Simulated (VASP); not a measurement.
Set up this calculation in VASP 6.6.1, as the native input.

```yaml
Task: single point
Functional: r2SCAN
Potentials_or_basis: VASP PAW PBE potentials, release 64 (B_h, N_h)
Cutoff: 910 eV
k_mesh: 12 × 12 × 6
Occupations: gaussian, width 0.05 eV
Spin: no spin polarisation
Dipole_correction: no
Second_run: hard_potentials
Further_INCAR_settings: ALGO = Normal; EDIFF = 1e-06; NBANDS = 16
```

BN:

```
B N
1.0
     2.55394    0.00000    0.00000
    -1.27697    2.21178    0.00000
     0.00000    0.00000    4.22685
B N
2 2
Direct
  0.66667 0.33333 0.99972
  0.33333 0.66667 0.49972
  0.66667 0.33333 0.55430
  0.33333 0.66667 0.05430
```

This cell differs from its parent crystal: all N atoms moved -0.300 Å, as atom 3 along Cartesian [0 0 1].

The input as run:

POSCAR

```
BN
1.0
    2.5539396017      0.0000000000      0.0000000000
   -1.2769698009      2.2117765748      0.0000000000
    0.0000000000      0.0000000000      4.2268550000
B N
2 2
Direct
    0.6666666667      0.3333333333      0.9997240000
    0.3333333333      0.6666666667      0.4997240000
    0.6666666667      0.3333333333      0.5543012445
    0.3333333333      0.6666666667      0.0543012445
```

INCAR.step1

```
  PREC = Accurate
  ENCUT = 910
  ISMEAR = 0
  SIGMA = 0.05
  LREAL = False
  LASPH = True
  NELM = 120
  NBANDS = 16
  GGA = PE
  ALGO = Normal
  EDIFF = 1E-5
  LWAVE = True
  LCHARG = False
  GGA_COMPAT = False
```

INCAR.step2

```
  PREC = Accurate
  ENCUT = 910
  EDIFF = 1E-6
  ISMEAR = 0
  SIGMA = 0.05
  LREAL = False
  LASPH = True
  NELM = 120
  ALGO = Normal
  ISIF = 2
  LWAVE = False
  LCHARG = False
  METAGGA = R2SCAN
  LMIXTAU = True
  NBANDS = 16
  ISTART = 1
  GGA_COMPAT = False
```

KPOINTS

```
regular mesh
0
Gamma
  12 12 6
```

Potentials or basis: VASP PAW PBE potentials, release 64 (B_h, N_h).

The run is started by

```console
$ cat potpaw_PBE.64/B_h/POTCAR potpaw_PBE.64/N_h/POTCAR > POTCAR
$ cp INCAR.step1 INCAR
$ mpirun -np 1 vasp_std > vasp.out
$ cp INCAR.step2 INCAR
$ mpirun -np 1 vasp_std > vasp.out
```

Results of the run:

```
Pressure               : 11.8 GPa
Largest force          : 2.471 eV/Å
Band gap on the k mesh : 4.49 eV, indirect (least direct gap 7.15 eV)
```

Caveat: the cell differs from its parent crystal (all N atoms moved -0.300 Å, as atom 3 along Cartesian [0 0 1]); the cutoff is under 1.25 times the usual one of these potentials, so pressure, stress and relaxed cells hold a basis-set (Pulay) error; the PAW data sets were made with another functional, which shifts forces and pressure a little.

Wall time 110 s on 1 thread of Intel(R) Xeon(R) 6975P-C (Granite Rapids), on a shared host, peak memory 0.2 GiB.
